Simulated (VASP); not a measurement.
Wanted: the native input for a VASP 6.6.1 run.

```yaml
Task: single point
Functional: PBEsol
Potentials_or_basis: VASP PAW PBE potentials, release 64 (Mg, O)
Cutoff: 520 eV
k_mesh: 12 × 12 × 12
Occupations: gaussian, width 0.05 eV
Spin: no spin polarisation
Dipole_correction: no
Further_INCAR_settings: ALGO = Normal; EDIFF = 1e-06; NBANDS = 14
```

The structure of MgO2 lies in POSCAR:

```
MgO2
1.0
    1.6047610160      0.9265092046      3.4066294030
   -1.6047610160      0.9265092046      3.4066294030
    0.0000000000     -1.8530184092      3.4066294030
Mg O
1 2
Direct
    0.0000000000      0.0000000000      0.0000000000
    0.4287860000      0.4287860000      0.4287860000
    0.5712140000      0.5712140000      0.5712140000
```

This cell differs from its parent crystal: strain +0.000 along x and y, -0.025 along z.

These files were run (other wordings do the same):

INCAR

```
SYSTEM = MgO2
PREC = Accurate
ENCUT = 520
EDIFF = 1E-6
ISMEAR = 0
SIGMA = 0.05
LREAL = .FALSE.
LASPH = .TRUE.
NELM = 100
ALGO = Normal
ISIF = 2
LWAVE = .FALSE.
LCHARG = .TRUE.
GGA = PS
LELF = .TRUE.
LVHAR = .TRUE.
NBANDS = 14
```

KPOINTS

```
regular mesh
0
G
  12 12 12
  0 0 0
```

Potentials or basis: VASP PAW PBE potentials, release 64 (Mg, O).

Command:

```console
$ cat potpaw_PBE.64/Mg/POTCAR potpaw_PBE.64/O/POTCAR > POTCAR
$ mpirun -np 1 vasp_std > vasp.out
```

Results of the run:

The pressure is -0.2 GPa and the largest force is 0.654 eV/Å. The band gap on the k mesh is 2.74 eV, direct.

Caveat: the cell differs from its parent crystal (strain +0.000 along x and y, -0.025 along z); the PAW data sets were made with another functional, which shifts forces and pressure a little.

It took 57 s on 1 thread of Intel(R) Xeon(R) 6975P-C (Granite Rapids), on a shared host, peak memory 0.22 GiB.
